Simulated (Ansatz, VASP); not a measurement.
**Au in VASP and in Ansatz**

```
Au
1.0
    -1.57441    1.57441    1.65727
     1.57441   -1.57441    1.65727
     1.57441    1.57441   -1.65727
Au
1
Direct
  0.00000 0.00000 0.00000
```

Change from the starting cell: strain -0.050 along x and y, +0.000 along z, atoms carried along.

Alike in both runs: task single point; functional PBEsol; k mesh 20 × 20 × 20; occupations gaussian, width 0.15 eV; no spin polarisation.

|  | VASP | Ansatz |
| --- | --- | --- |
| version | VASP 6.6.1 | Ansatz 0.2.0 |
| potentials or method | VASP PAW PBE potentials, release 64 (Au), cutoff 520 eV | scalar-relativistic, plane waves, PAW |
| valence electrons in the cell | 11 | 19 |

|  | VASP | Ansatz | Ansatz less VASP |
| --- | --- | --- | --- |
| gap on the k mesh at the Fermi level (eV) | none | none | - |
| pressure (GPa) | 6.8 | 7.1 | +0.34 |
| traceless stress, the component that is largest in VASP (GPa) | 0.21 | 0.21 | -0.003 |

VASP's potentials were made for PBE, not for PBEsol. A gap of «none» marks a metal or a gap that the smearing closes. With one functional, cell and mesh, what is left measures potentials, basis and numerics. VASP's potentials hold 11 valence electrons a cell and Ansatz's 19, so a difference there can come from the potentials and not from the codes.

Spin-orbit coupling is off throughout.
